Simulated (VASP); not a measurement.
# NaCl in VASP: a series of runs

The runs below take NaCl through single point, with PBE, r2SCAN.

Everything below comes from runs of VASP 6.6.1. Logs are shortened: lines on timing, memory, paths and dates and some standing lists are left out, and cuts for length are marked.

## 1. The cell of the first run

The structure is trigonal, space group R-3m (No. 166). Conventional cell: a = 3.886 Å, b = 3.886 Å, c = 9.868 Å, α = 90.00°, β = 90.00°, γ = 120.00°. Na (site symmetry -3m) has 6 Cl at 2.78 Å within 3.7 Å. Within 3.7 Å of Cl (site symmetry -3m) lie 6 Na at 2.78 Å.

## 2. Single point, PBE (epitaxial 111 strain -1.9%)

Input file INCAR:

```
ALGO     = Normal         # electronic algorithm
EDIFF    = 1E-7           # SCF threshold, eV
ENCUT    = 520            # plane-wave cutoff, eV
GGA      = PE             # functional
ISIF     = 2              # what is computed and relaxed
ISMEAR   = -1             # smearing method
LASPH    = True           # aspherical terms in the spheres
LCHARG   = False          # write CHGCAR
LREAL    = False          # projectors in reciprocal space
LWAVE    = False          # write WAVECAR
NBANDS   = 14             # bands
NELM     = 80             # most SCF steps
PREC     = Accurate       # precision mode
SIGMA    = 0.02           # smearing width, eV
```

Input file KPOINTS:

```
k-points
0
Gamma
  8 8 8
```

Input file POSCAR:

```
NaCl
1.0
    0.0671316519      2.8151778550      2.8151778550
    2.8151778550      0.0671316519      2.8151778550
    2.8151778550      2.8151778550      0.0671316519
Na Cl
1 1
Direct
    0.0000000000      0.0000000000      0.0000000000
    0.5000000000      0.5000000000      0.5000000000
```

Potentials or basis: VASP PAW PBE potentials, release 64 (Na_pv, Cl).

Launch:

```bash
$ cat potpaw_PBE.64/Na_pv/POTCAR potpaw_PBE.64/Cl/POTCAR > POTCAR
$ mpirun -np 1 vasp_std > vasp.out
```

OUTCAR:

```text
EDIFF = 1E-7
   ENCUT = 520
   GGA = PE
   ISIF = 2
   ISMEAR = -1
   LASPH = True
   LREAL = False
   NELM = 80
   PREC = Accurate

 ion  position               nearest neighbor table
   1  0.000  0.000  0.000-
   2  0.500  0.500  0.500-

  LATTYP: Found a trigonal (rhomboedric) cell.
 ALAT       =     3.9818286464
 COS(alpha) =     0.5236974275

  Lattice vectors:

 A1 = (   0.0671316519,   2.8151778550,   2.8151778550)
 A2 = (   2.8151778550,   0.0671316519,   2.8151778550)
 A3 = (   2.8151778550,   2.8151778550,   0.0671316519)

Analysis of symmetry for initial positions (statically):
=====================================================================
 Subroutine PRICEL returns:
 Original cell was already a primitive cell.

 Routine SETGRP: Setting up the symmetry group for a
 trigonal (rhombohedral) supercell.

 Subroutine GETGRP returns: Found 12 space group operations
 (whereof 12 operations were pure point group operations)
 out of a pool of 12 trial point group operations.

The static configuration has the point symmetry D_3d.

Analysis of symmetry for dynamics (positions and initial velocities):
=====================================================================
 Subroutine PRICEL returns:
 Original cell was already a primitive cell.

 Routine SETGRP: Setting up the symmetry group for a
 trigonal (rhombohedral) supercell.

 Subroutine GETGRP returns: Found 12 space group operations
 (whereof 12 operations were pure point group operations)
 out of a pool of 12 trial point group operations.

The dynamic configuration has the point symmetry D_3d.

 Subroutine INISYM returns: Found 12 space group operations
 (whereof 12 operations are pure point group operations),
 and found     1 'primitive' translations

----------------------------------------------------------------------------------------

                                     Primitive cell

  volume of cell :      43.0260

  direct lattice vectors                    reciprocal lattice vectors
     0.067131652  2.815177855  2.815177855    -0.184091278  0.179803622  0.179803622
     2.815177855  0.067131652  2.815177855     0.179803622 -0.184091278  0.179803622
     2.815177855  2.815177855  0.067131652     0.179803622  0.179803622 -0.184091278

  length of vectors
     3.981828646  3.981828646  3.981828646     0.313924010  0.313924010  0.313924010

  position of ions in fractional coordinates (direct lattice)
     0.000000000  0.000000000  0.000000000
     0.500000000  0.500000000  0.500000000

  ion indices of the primitive-cell ions
   primitive index   ion index
                 1           1
                 2           2

----------------------------------------------------------------------------------------

 KPOINTS: k-points

Automatic generation of k-mesh.
 Grid dimensions read from file:
 generate k-points for:    8    8    8

 Generating k-lattice:

  Cartesian coordinates                     Fractional coordinates (reciprocal lattice)
    -0.023011410  0.022475453  0.022475453     0.125000000  0.000000000 -0.000000000
     0.022475453 -0.023011410  0.022475453     0.000000000  0.125000000 -0.000000000
     0.022475453  0.022475453 -0.023011410     0.000000000  0.000000000  0.125000000

  Length of vectors
     0.039240501  0.039240501  0.039240501

  Shift w.r.t. Gamma in fractional coordinates (k-lattice)
     0.000000000  0.000000000  0.000000000

 Subroutine IBZKPT returns following result:
 ===========================================

 Found     65 irreducible k-points:

 Following reciprocal coordinates:
            Coordinates               Weight
  0.000000  0.000000  0.000000      1.000000
  0.125000  0.000000 -0.000000      6.000000
  0.250000  0.000000 -0.000000      6.000000
  0.375000  0.000000  0.000000      6.000000
  0.500000  0.000000 -0.000000      3.000000
  0.125000  0.125000  0.000000      6.000000
[... 16 lines left out ...]
  0.250000  0.125000  0.125000      6.000000
  0.375000  0.125000  0.125000      6.000000
 [... further k-points ...]
   k-points           NKPTS =     65   k-points in BZ     NKDIM =     65   number of bands    NBANDS=     14
   number of dos      NEDOS =    301   number of ions     NIONS =      2
   total plane-waves  NPLWV =  27000
   dimension x,y,z NGX =    30 NGY =   30 NGZ =   30
   dimension x,y,z NGXF=    60 NGYF=   60 NGZF=   60
   ions per type =               1   1
   NGX,Y,Z   is equivalent  to a cutoff of  12.53, 12.53, 12.53 a.u.
   NGXF,Y,Z  is equivalent  to a cutoff of  25.05, 25.05, 25.05 a.u.
 SYSTEM =  unknown system
   PREC   = accura    normal or accurate (medium, high low for compatibility)
   ISTART =      0    job   : 0-new  1-cont  2-samecut
   ICHARG =      2    charge: 1-file 2-atom 10-const
   ISPIN  =      1    spin polarized calculation?
   LNONCOLLINEAR =      F non collinear calculations
   LSORBIT =      F    spin-orbit coupling
   LASPH  =      T    aspherical Exc in radial PAW
   ENCUT  =  520.0 eV  38.22 Ry    6.18 a.u.   7.40  7.40  7.40*2*pi/ulx,y,z
   NELM   =     80;   NELMIN=  2; NELMDL= -5     # of ELM steps
   EDIFF  = 0.1E-06   stopping-criterion for ELM
   LREAL  =      F    real-space projection
   EDIFFG = 0.1E-05   stopping-criterion for IOM
   NSW    =      0    number of steps for IOM
   IBRION =     -1    ionic relax: 0-MD 1-quasi-New 2-CG
   NFREE  =      0    steps in history (QN), initial steepest desc. (CG)
   ISIF   =      2    stress and relaxation
   ISYM   =      2    0-nonsym 1-usesym 2-fastsym
   POTIM  = 0.5000    time-step for ionic-motion
   TEBEG  =    0.0;   TEEND  =   0.0 temperature during run
   PSTRESS=    0.0 pullay stress
   NELECT =      14.0000    total number of electrons
   NUPDOWN=      -1.0000    fix difference up-down
   EMIN   =  10.00;   EMAX   =-10.00  energy-range for DOS
   EFERMI =   0.00;   METHOD = LEGACY
   ISMEAR =    -1;   SIGMA  =   0.02  broadening in eV -4-tet -1-fermi 0-gaus
   EFERMI_NEDOS =   21; number of points for ismear=-14 and -15
   IALGO  =     38    algorithm
   IMIX   =      4    mixing-type and parameters
     AMIX     =   0.40;   BMIX     =  1.00
     AMIX_MAG =   1.60;   BMIX_MAG =  1.00
  volume/ion in A,a.u.               =      21.51       145.18
  Fermi-wavevector in a.u.,A,eV,Ry     =   1.126005  2.127841 17.250657  1.267888
  Thomas-Fermi vector in A             =   2.262685
   LORBIT       =      0    0 simple, 1 ext, 2 COOP (PROOUT), +10 PAW based schemes
   GGA     = PE    functional components
[... 5 lines left out ...]
 non-spin polarized calculation
  energy-cutoff  :      520.00
  volume of cell :       43.03
 maximum number of plane-waves:      1183
 NGX is ok and might be reduce to    30
   NGX = 15   NGY = 15   NGZ = 15

 number of electron      14.0000000 magnetization

 Free energy of the ion-electron system (eV)
  ---------------------------------------------------
  ext. energy  EPLUGINS =         0.00000000
  ---------------------------------------------------
  free energy    TOTEN  =        -6.75606621 eV

  energy without entropy =       -6.75606621  energy(sigma->0) =       -6.75606621

 E-fermi :  -0.0203     XC(G=0):  -8.3454

 val. band max:       -0.4318587668   @ k =   0.0000   0.0000   0.0000
 cond. band min:       4.7822863999   @ k =   0.0000   0.0000   0.0000
 fundamental gap:      5.2141451667
 Fermi energy:        -0.0203051531

 k-point     1 :       0.0000    0.0000    0.0000
  band No.  band energies     occupation
      1     -21.2308      2.00000
      2     -21.2308      2.00000
      3     -21.2255      2.00000
      4     -13.2381      2.00000
      5      -0.5774      2.00000
      6      -0.4319      2.00000
      7      -0.4319      2.00000
      8       4.7823      0.00000
      9      10.3560      0.00000
     10      10.8513      0.00000
     11      10.8513      0.00000
     12      12.9036      0.00000
     13      12.9036      0.00000
     14      14.5589      0.00000

 k-point     2 :       0.1250    0.0000   -0.0000
  band No.  band energies     occupation
      1     -21.2359      2.00000
      2     -21.2313      2.00000
      3     -21.2260      2.00000
      4     -13.1837      2.00000
      5      -0.8500      2.00000
      6      -0.6003      2.00000
      7      -0.4812      2.00000
      8       5.2968      0.00000
      9      10.2007      0.00000
     10      10.6460      0.00000
     11      11.0576      0.00000
     12      12.5870      0.00000
     13      12.6798      0.00000
     14      15.5281      0.00000

 k-point     3 :       0.2500    0.0000   -0.0000
  band No.  band energies     occupation
      1     -21.2487      2.00000
      2     -21.2324      2.00000
      3     -21.2269      2.00000
      4     -13.0480      2.00000
      5      -1.6299      2.00000
      6      -0.7049      2.00000
      7      -0.5961      2.00000
      8       6.2686      0.00000
      9       9.6905      0.00000
     10      10.7903      0.00000
     11      11.1253      0.00000
     12      12.6969      0.00000
     13      13.0127      0.00000
     14      15.4314      0.00000
[... 324 lines left out ...]
 k-point    23 :       0.2500    0.1250    0.1250
  band No.  band energies     occupation
      1     -21.2391      2.00000
      2     -21.2311      2.00000
      3     -21.2310      2.00000
      4     -13.1118      2.00000
      5      -1.3065      2.00000
      6      -0.7107      2.00000
      7      -0.5101      2.00000
      8       5.9807      0.00000
      9       9.5664      0.00000
     10      10.9481      0.00000
     11      11.3869      0.00000
     12      12.0546      0.00000
     13      13.1152      0.00000
     14      16.5837      0.00000

 k-point    24 :       0.3750    0.1250    0.1250
  band No.  band energies     occupation
      1     -21.2513      2.00000
      2     -21.2323      2.00000
      3     -21.2317      2.00000
      4     -12.9774      2.00000
      5      -1.8624      2.00000
      6      -0.9646      2.00000
      7      -0.6240      2.00000
      8       6.8923      0.00000
      9       9.4948      0.00000
     10      10.4158      0.00000
     11      11.2897      0.00000
     12      12.6489      0.00000
     13      14.1420      0.00000
     14      16.1892      0.00000

 [... further k-points ...]

------------------------ aborting loop because EDIFF is reached ----------------------------------------

  FORCE on cell =-STRESS in cart. coord.  units (eV):
  Direction    XX          YY          ZZ          XY          YZ          ZX
  --------------------------------------------------------------------------------------
  -------------------------------------------------------------------------------------
  Total        0.5234328      0.5234328      0.5234328     -0.0869871     -0.0869871     -0.0869871
  in kB       19.4912694     19.4912694     19.4912694     -3.2391716     -3.2391716     -3.2391716
  external PRESSURE =      19.4912694 kB  Pullay stress =       0.0000000 kB

 VOLUME and BASIS-vectors are now :
 -----------------------------------------------------------------------------
  energy-cutoff  :      520.00
  volume of cell :       43.03
      direct lattice vectors                 reciprocal lattice vectors
     0.067131652  2.815177855  2.815177855    -0.184091278  0.179803622  0.179803622
     2.815177855  0.067131652  2.815177855     0.179803622 -0.184091278  0.179803622
     2.815177855  2.815177855  0.067131652     0.179803622  0.179803622 -0.184091278

 POSITION                                       TOTAL-FORCE (eV/Angst)
 -----------------------------------------------------------------------------------
      0.00000      0.00000      0.00000         0.000000     -0.000000     -0.000000
      2.84874      2.84874      2.84874        -0.000000      0.000000      0.000000
 -----------------------------------------------------------------------------------
    total drift:                               -0.000000      0.000000      0.000000

  FREE ENERGIE OF THE ION-ELECTRON SYSTEM (eV)
  ---------------------------------------------------
  free  energy   TOTEN  =        -6.7560662138 eV

  energy  without entropy=       -6.7560662138  energy(sigma->0) =       -6.75606621
```

Wall time 24 s (1 thread of AMD EPYC 9R14 (Zen 4), shared host); peak memory 0.15 GiB.

Results:

```
Free energy            : -6.7561 eV
Pressure               : 1.9 GPa
Band gap on the k mesh : 5.21 eV, direct
```

Caveat: the cell differs from its parent crystal (epitaxial 111 strain -1.9%).

## 3. Single point, r2SCAN (epitaxial 111 strain -1.9%)

POSCAR is that of step 2.

Input file INCAR.step1:

```
ALGO     = Normal         # electronic algorithm
EDIFF    = 1E-4           # SCF threshold, eV
ENCUT    = 520            # plane-wave cutoff, eV
GGA      = PE             # functional
ISMEAR   = 0              # smearing method
LASPH    = True           # aspherical terms in the spheres
LCHARG   = False          # write CHGCAR
LREAL    = False          # projectors in reciprocal space
LWAVE    = True           # write WAVECAR
NBANDS   = 14             # bands
NELM     = 80             # most SCF steps
PREC     = Accurate       # precision mode
SIGMA    = 0.01           # smearing width, eV
```

Input file INCAR.step2:

```
ALGO     = Normal         # electronic algorithm
EDIFF    = 1E-6           # SCF threshold, eV
ENCUT    = 520            # plane-wave cutoff, eV
ISIF     = 2              # what is computed and relaxed
ISMEAR   = 0              # smearing method
ISTART   = 1            
LASPH    = True           # aspherical terms in the spheres
LCHARG   = False          # write CHGCAR
LMIXTAU  = True         
LREAL    = False          # projectors in reciprocal space
LWAVE    = False          # write WAVECAR
METAGGA  = R2SCAN         # meta-GGA
NBANDS   = 14             # bands
NELM     = 80             # most SCF steps
PREC     = Accurate       # precision mode
SIGMA    = 0.01           # smearing width, eV
```

KPOINTS is that of step 2.

Potentials or basis: VASP PAW PBE potentials, release 64 (Na_pv, Cl).

Launch:

```bash
$ cat potpaw_PBE.64/Na_pv/POTCAR potpaw_PBE.64/Cl/POTCAR > POTCAR
$ cp INCAR.step1 INCAR
$ mpirun -np 1 vasp_std > vasp.out
$ cp INCAR.step2 INCAR
$ mpirun -np 1 vasp_std > vasp.out
```

It took 96 s on 1 thread of AMD EPYC 9R14 (Zen 4), shared host; peak memory 0.15 GiB.

The run converged. Its results:

| Quantity | Value |
| --- | --- |
| Free energy | -13.7851 eV |
| Pressure | 0.5 GPa |
| Band gap on the k mesh | 6.04 eV, direct |

Stress tensor (GPa, compression positive):
```
 0.51 -0.38 -0.38
-0.38  0.51 -0.38
-0.38 -0.38  0.51
```

Levels at points of the mesh, in eV from the valence-band top:
```tsv
k point	band 3	band 4	band 5	band 6	band 7	band 8	band 9	band 10	band 11	band 12
(0.00, 0.00, 0.00)	-21.50	-13.37	-0.15	0.00	0.00	6.04	11.42	11.92	11.92	14.06
(0.50, 0.00, 0.00)	-21.50	-12.97	-2.09	-0.43	-0.33	7.93	11.60	11.91	12.00	16.16
(0.50, 0.50, 0.00)	-21.51	-12.93	-1.85	-0.77	-0.63	8.40	8.64	12.46	16.12	16.14
(0.50, 0.50, 0.50)	-21.51	-13.02	-2.13	-0.27	-0.27	8.08	11.63	12.03	12.03	16.41
```

Caveat: the cell differs from its parent crystal (epitaxial 111 strain -1.9%); the PAW data sets were made with another functional, which shifts forces and pressure a little.

## 4. Single point, r2SCAN (shear xy strain +3.3%)

Input file POSCAR:

```
NaCl
1.0
    0.0458241259      2.8026988303      2.8026988303
    2.8026988303      0.0458241259      2.8026988303
    2.8485229562      2.8485229562      0.0000000000
Na Cl
1 1
Direct
    0.0000000000      0.0000000000      0.0000000000
    0.5000000000      0.5000000000      0.5000000000
```

Input file INCAR.step1:

```
PREC = Accurate
ENCUT = 520
ISMEAR = 0
SIGMA = 0.01
LREAL = False
LASPH = True
NELM = 60
NBANDS = 14
GGA = PE
ALGO = Normal
EDIFF = 1E-4
LWAVE = True
LCHARG = False
```

Input file INCAR.step2:

```
PREC = Accurate
ENCUT = 520
EDIFF = 1E-6
ISMEAR = 0
SIGMA = 0.01
LREAL = False
LASPH = True
NELM = 60
ALGO = Normal
ISIF = 2
LWAVE = False
LCHARG = True
METAGGA = R2SCAN
LMIXTAU = True
LELF = True
LVHAR = True
NBANDS = 14
ISTART = 1
```

Input file KPOINTS:

```
Automatic mesh
0
Gamma
  8 8 8
```

Launch:

```bash
$ cat potpaw_PBE.64/Na_pv/POTCAR potpaw_PBE.64/Cl/POTCAR > POTCAR
$ cp INCAR.step1 INCAR
$ mpirun -np 1 vasp_std > vasp.out
$ cp INCAR.step2 INCAR
$ mpirun -np 1 vasp_std > vasp.out
```

Wall time 2.9 min (1 thread of AMD EPYC 9R14 (Zen 4), shared host); peak memory 0.16 GiB.

Results (log left out):

| Quantity | Value |
| --- | --- |
| Free energy | -13.7878 eV |
| Pressure | -0.1 GPa |
| Band gap on the k mesh | 5.93 eV, direct |

Stress tensor (GPa, compression positive):
```
-0.13 -0.50  0.00
-0.50 -0.13  0.00
 0.00  0.00 -0.16
```

Levels at points of the mesh, in eV from the valence-band top:
```csv
k point,band 3,band 4,band 5,band 6,band 7,band 8,band 9,band 10,band 11,band 12
"(0.00, 0.00, 0.00)",-21.55,-13.33,-0.13,-0.07,0.00,5.93,11.48,11.72,11.95,13.98
"(0.50, 0.00, 0.00)",-21.55,-12.96,-2.03,-0.42,-0.36,7.87,11.55,11.76,11.83,15.96
"(0.50, 0.50, 0.00)",-21.56,-12.92,-1.80,-0.78,-0.59,8.31,8.66,12.28,15.84,16.07
"(0.00, 0.00, 0.50)",-21.56,-12.98,-2.06,-0.35,-0.28,7.96,11.57,11.74,11.95,16.13
"(0.50, 0.00, 0.50)",-21.56,-12.92,-1.80,-0.69,-0.69,8.43,8.53,12.27,16.02,16.02
```

Caveat: the cell differs from its parent crystal (shear xy strain +3.3%); the PAW data sets were made with another functional, which shifts forces and pressure a little. A k mesh can miss the band edges.

## 5. Overview

```tsv
level	cell	smearing	gap on the mesh (eV)	pressure (GPa)
PBE	a = 3.982 Å, angles 58.4°, 2 atoms	fermi-dirac 0.02 eV	5.21	1.9
r2SCAN	a = 3.982 Å, angles 58.4°, 2 atoms	gaussian 0.01 eV	6.04	0.5
r2SCAN	a = 3.964, b = 3.964, c = 4.028 Å, angles 59.5, 59.5, 58.9°, 2 atoms	gaussian 0.01 eV	5.93	-0.1
```

Alike in all rows: task single point; potentials or basis VASP PAW PBE potentials, release 64 (Na_pv, Cl); no spin polarisation; k mesh 8 × 8 × 8; cutoff (eV) 520.

Caveats: the PAW data sets were made with another functional, which shifts forces and pressure a little (some runs).

Absolute energies hang on the potentials; compare differences alone.
